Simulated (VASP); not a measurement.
# Os (Fm-3m) in VASP: further runs, part 2 of 3

VASP 6.6.1. Earlier steps stand in the parts before.

**4. Single point, BLYP (14.39 Å³/atom)**

This run uses another cell than the first one, of 14.39 Å³/atom.

The input, INCAR:

```
PREC = Accurate
ENCUT = 520
EDIFF = 1E-7
ISMEAR = -1
SIGMA = 0.1
LREAL = F
LASPH = T
NELM = 60
ALGO = Normal
ISIF = 2
LWAVE = F
LCHARG = F
GGA = B5
ALDAX = 1.0
AGGAX = 1.0
AGGAC = 1.0
ALDAC = 0.0
NBANDS = 10
```

The input, KPOINTS:

```
regular mesh
0
Gamma
  16 16 16
```

The input, POSCAR:

```
Os
1.0
    0.0000000000      1.9303277222      1.9303277222
    1.9303277222      0.0000000000      1.9303277222
    1.9303277222      1.9303277222      0.0000000000
Os
1
Direct
    0.0000000000      0.0000000000      0.0000000000
```

Potentials or basis: VASP PAW PBE potentials, release 64 (Os).

Run with:

```sh
> cat potpaw_PBE.64/Os/POTCAR > POTCAR
> mpirun -np 1 vasp_std > vasp.out
```

OUTCAR:

```text
PREC = Accurate
   ENCUT = 520
   EDIFF = 1E-7
   ISMEAR = -1
   LREAL = F
   LASPH = T
   NELM = 60
   ISIF = 2
   GGA = B5

 ion  position               nearest neighbor table
   1  0.000  0.000  0.000-

  LATTYP: Found a face centered cubic cell.
 ALAT       =     3.8606554444

  Lattice vectors:

 A1 = (   0.0000000000,   1.9303277222,   1.9303277222)
 A2 = (   1.9303277222,   0.0000000000,   1.9303277222)
 A3 = (   1.9303277222,   1.9303277222,   0.0000000000)

Analysis of symmetry for initial positions (statically):
=====================================================================
 Subroutine PRICEL returns:
 Original cell was already a primitive cell.

 Routine SETGRP: Setting up the symmetry group for a
 face centered cubic supercell.

 Subroutine GETGRP returns: Found 48 space group operations
 (whereof 48 operations were pure point group operations)
 out of a pool of 48 trial point group operations.

The static configuration has the point symmetry O_h .

Analysis of symmetry for dynamics (positions and initial velocities):
=====================================================================
 Subroutine PRICEL returns:
 Original cell was already a primitive cell.

 Routine SETGRP: Setting up the symmetry group for a
 face centered cubic supercell.

 Subroutine GETGRP returns: Found 48 space group operations
 (whereof 48 operations were pure point group operations)
 out of a pool of 48 trial point group operations.

The dynamic configuration has the point symmetry O_h .

 Subroutine INISYM returns: Found 48 space group operations
 (whereof 48 operations are pure point group operations),
 and found     1 'primitive' translations

----------------------------------------------------------------------------------------

                                     Primitive cell

  volume of cell :      14.3854

  direct lattice vectors                    reciprocal lattice vectors
     0.000000000  1.930327722  1.930327722    -0.259023374  0.259023374  0.259023374
     1.930327722  0.000000000  1.930327722     0.259023374 -0.259023374  0.259023374
     1.930327722  1.930327722  0.000000000     0.259023374  0.259023374 -0.259023374

  length of vectors
     2.729895645  2.729895645  2.729895645     0.448641645  0.448641645  0.448641645

  position of ions in fractional coordinates (direct lattice)
     0.000000000  0.000000000  0.000000000

  ion indices of the primitive-cell ions
   primitive index   ion index
                 1           1

----------------------------------------------------------------------------------------

 KPOINTS: regular mesh

Automatic generation of k-mesh.
 Grid dimensions read from file:
 generate k-points for:   16   16   16

 Generating k-lattice:

  Cartesian coordinates                     Fractional coordinates (reciprocal lattice)
    -0.016188961  0.016188961  0.016188961     0.062500000  0.000000000  0.000000000
     0.016188961 -0.016188961  0.016188961     0.000000000  0.062500000  0.000000000
     0.016188961  0.016188961 -0.016188961     0.000000000  0.000000000  0.062500000

  Length of vectors
     0.028040103  0.028040103  0.028040103

  Shift w.r.t. Gamma in fractional coordinates (k-lattice)
     0.000000000  0.000000000  0.000000000

 Subroutine IBZKPT returns following result:
 ===========================================

 Found    145 irreducible k-points:

 Following reciprocal coordinates:
            Coordinates               Weight
  0.000000  0.000000  0.000000      1.000000
  0.062500  0.000000  0.000000      8.000000
  0.125000  0.000000  0.000000      8.000000
  0.187500  0.000000  0.000000      8.000000
  0.250000  0.000000  0.000000      8.000000
  0.312500  0.000000  0.000000      8.000000
[... 16 lines left out ...]
 -0.125000  0.062500  0.000000     24.000000
 -0.062500  0.062500  0.000000     12.000000
 [... further k-points ...]
   k-points           NKPTS =    145   k-points in BZ     NKDIM =    145   number of bands    NBANDS=     10
   number of dos      NEDOS =    301   number of ions     NIONS =      1
   total plane-waves  NPLWV =   8000
   dimension x,y,z NGX =    20 NGY =   20 NGZ =   20
   dimension x,y,z NGXF=    40 NGYF=   40 NGZF=   40
   ions per type =               1
   NGX,Y,Z   is equivalent  to a cutoff of  12.18, 12.18, 12.18 a.u.
   NGXF,Y,Z  is equivalent  to a cutoff of  24.36, 24.36, 24.36 a.u.
 SYSTEM =  unknown system
   PREC   = accura    normal or accurate (medium, high low for compatibility)
   ISTART =      0    job   : 0-new  1-cont  2-samecut
   ICHARG =      2    charge: 1-file 2-atom 10-const
   ISPIN  =      1    spin polarized calculation?
   LNONCOLLINEAR =      F non collinear calculations
   LSORBIT =      F    spin-orbit coupling
   LASPH  =      T    aspherical Exc in radial PAW
   ENCUT  =  520.0 eV  38.22 Ry    6.18 a.u.   5.08  5.08  5.08*2*pi/ulx,y,z
   NELM   =     60;   NELMIN=  2; NELMDL= -5     # of ELM steps
   EDIFF  = 0.1E-06   stopping-criterion for ELM
   LREAL  =      F    real-space projection
   EDIFFG = 0.1E-05   stopping-criterion for IOM
   NSW    =      0    number of steps for IOM
   IBRION =     -1    ionic relax: 0-MD 1-quasi-New 2-CG
   NFREE  =      0    steps in history (QN), initial steepest desc. (CG)
   ISIF   =      2    stress and relaxation
   ISYM   =      2    0-nonsym 1-usesym 2-fastsym
   POTIM  = 0.5000    time-step for ionic-motion
   TEBEG  =    0.0;   TEEND  =   0.0 temperature during run
   PSTRESS=    0.0 pullay stress
   NELECT =       8.0000    total number of electrons
   NUPDOWN=      -1.0000    fix difference up-down
   EMIN   =  10.00;   EMAX   =-10.00  energy-range for DOS
   EFERMI =   0.00;   METHOD = LEGACY
   ISMEAR =    -1;   SIGMA  =   0.10  broadening in eV -4-tet -1-fermi 0-gaus
   EFERMI_NEDOS =   21; number of points for ismear=-14 and -15
   IALGO  =     38    algorithm
   IMIX   =      4    mixing-type and parameters
     AMIX     =   0.40;   BMIX     =  1.00
     AMIX_MAG =   1.60;   BMIX_MAG =  1.00
  volume/ion in A,a.u.               =      14.39        97.08
  Fermi-wavevector in a.u.,A,eV,Ry     =   1.346265  2.544071 24.659587  1.812429
  Thomas-Fermi vector in A             =   2.474111
   LORBIT       =      0    0 simple, 1 ext, 2 COOP (PROOUT), +10 PAW based schemes
   GGA     = B5    functional components
   LHFCALC =     F    Hartree Fock is set to
   AEXX    =    0.0000 exact exchange contribution
   IVDW    =     0    specifies the selected vdW correction
   LEPSILON=     F    determine dielectric tensor
   LRPA    =     F    only Hartree local field effects (RPA)
 non-spin polarized calculation
  energy-cutoff  :      520.00
  volume of cell :       14.39
 maximum number of plane-waves:       399
   NGX = 11   NGY = 11   NGZ = 11

 number of electron       8.0000000 magnetization

 Free energy of the ion-electron system (eV)
  ---------------------------------------------------
  ext. energy  EPLUGINS =         0.00000000
  ---------------------------------------------------
  free energy    TOTEN  =        -9.50345560 eV

  energy without entropy =       -9.47552204  energy(sigma->0) =       -9.48948882

 E-fermi :   9.5890     XC(G=0): -13.1845

 val. band max:        9.5713626676   @ k =  -0.0625   0.0625   0.0000
 cond. band min:       9.5900177368   @ k =   0.4375   0.3125   0.1250
 fundamental gap:      0.0186550692
 Fermi energy:         9.5889929022

 k-point     1 :       0.0000    0.0000    0.0000
  band No.  band energies     occupation
      1      -0.8440      2.00000
      2       6.6313      2.00000
      3       6.6313      2.00000
      4       6.6313      2.00000
      5       9.5472      1.20583
      6       9.5472      1.20583
      7      24.0786      0.00000
      8      29.6592      0.00000
      9      29.6592      0.00000
     10      29.6592      0.00000

 k-point     2 :       0.0625    0.0000    0.0000
  band No.  band energies     occupation
      1      -0.6655      2.00000
      2       6.5284      2.00000
      3       6.7122      2.00000
      4       6.7122      2.00000
      5       9.4909      1.45468
      6       9.4909      1.45468
      7      24.4058      0.00000
      8      28.7927      0.00000
      9      29.9717      0.00000
     10      29.9717      0.00000
[... 274 lines left out ...]
 k-point    24 :      -0.0625    0.0625    0.0000
  band No.  band energies     occupation
      1      -0.3752      2.00000
      2       6.3442      2.00000
      3       6.8247      2.00000
      4       6.8811      2.00000
      5       9.2547      1.93176
      6       9.5714      1.08792
      7      24.9250      0.00000
      8      28.0269      0.00000
      9      29.9060      0.00000
     10      30.7534      0.00000

 [... further k-points ...]

------------------------ aborting loop because EDIFF is reached ----------------------------------------

  FORCE on cell =-STRESS in cart. coord.  units (eV):
  Direction    XX          YY          ZZ          XY          YZ          ZX
  --------------------------------------------------------------------------------------
  -------------------------------------------------------------------------------------
  Total        1.6397177      1.6397177      1.6397177     -0.0000000      0.0000000     -0.0000000
  in kB      182.6234414    182.6234414    182.6234414     -0.0000000      0.0000000     -0.0000000
  external PRESSURE =     182.6234414 kB  Pullay stress =       0.0000000 kB

 VOLUME and BASIS-vectors are now :
 -----------------------------------------------------------------------------
  energy-cutoff  :      520.00
  volume of cell :       14.39
      direct lattice vectors                 reciprocal lattice vectors
     0.000000000  1.930327722  1.930327722    -0.259023374  0.259023374  0.259023374
     1.930327722  0.000000000  1.930327722     0.259023374 -0.259023374  0.259023374
     1.930327722  1.930327722  0.000000000     0.259023374  0.259023374 -0.259023374

 POSITION                                       TOTAL-FORCE (eV/Angst)
 -----------------------------------------------------------------------------------
      0.00000      0.00000      0.00000         0.000000     -0.000000     -0.000000
 -----------------------------------------------------------------------------------
    total drift:                               -0.000000     -0.000000     -0.000000

  FREE ENERGIE OF THE ION-ELECTRON SYSTEM (eV)
  ---------------------------------------------------
  free  energy   TOTEN  =        -9.5034555983 eV

  energy  without entropy=       -9.4755220355  energy(sigma->0) =       -9.48948882
```

Run time: 44 s. Hardware: 1 thread of AMD EPYC, shared host; peak memory 0.11 GiB.

Results:

```yaml
Free_energy: -9.5035 eV
Pressure: 18.3 GPa
Band_gap_on_the_k_mesh: zero (bands 4 and 5 overlap by 4.17 eV)
```

Caveat: the cell stands under pressure; the PAW data sets were made with another functional, which shifts forces and pressure a little; spin-orbit coupling is left out, which moves the levels of the heavy elements.

(Continued in part 3 of 3.)
